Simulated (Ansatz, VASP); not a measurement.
Two plane-wave programs on Ag

```xyz
4
Lattice="2.9488 0.0000 0.0000 -1.4744 2.5537 0.0000 0.0000 0.0000 9.6090" Properties=species:S:1:pos:R:3 pbc="T T T"
Ag    0.0000    1.7025    2.4022
Ag    1.4744    0.8512    7.2067
Ag    0.0000    0.0000    0.0000
Ag    0.0000    0.0000    4.8045
```

Change from the starting cell: strain +0.015 along x and y, +0.015 along z, atoms carried along.

Alike in both runs: task single point; functional r2SCAN; k mesh 18 × 18 × 6; occupations gaussian, width 0.15 eV; no spin polarisation.

```csv
,VASP,Ansatz
version,VASP 6.6.1,Ansatz 0.2.0
potentials or method,"VASP PAW PBE potentials, release 64 (Ag), cutoff 520 eV","scalar-relativistic, plane waves, PAW"
valence electrons in the cell,44,76
```

```tsv
	VASP	Ansatz	Ansatz less VASP
gap on the k mesh at the Fermi level (eV)	none	none	-
pressure (GPa)	-3.9	-4.0	-0.07
traceless stress, the component that is largest in VASP (GPa)	0.14	0.14	+0.001
```

VASP's potentials were made for PBE, not for r2SCAN. A gap of «none» marks a metal or a gap that the smearing closes. The functional is the same, so the differences come from potentials, cutoffs and numerics. VASP's potentials hold 44 valence electrons a cell and Ansatz's 76, so a difference there can come from the potentials and not from the codes.
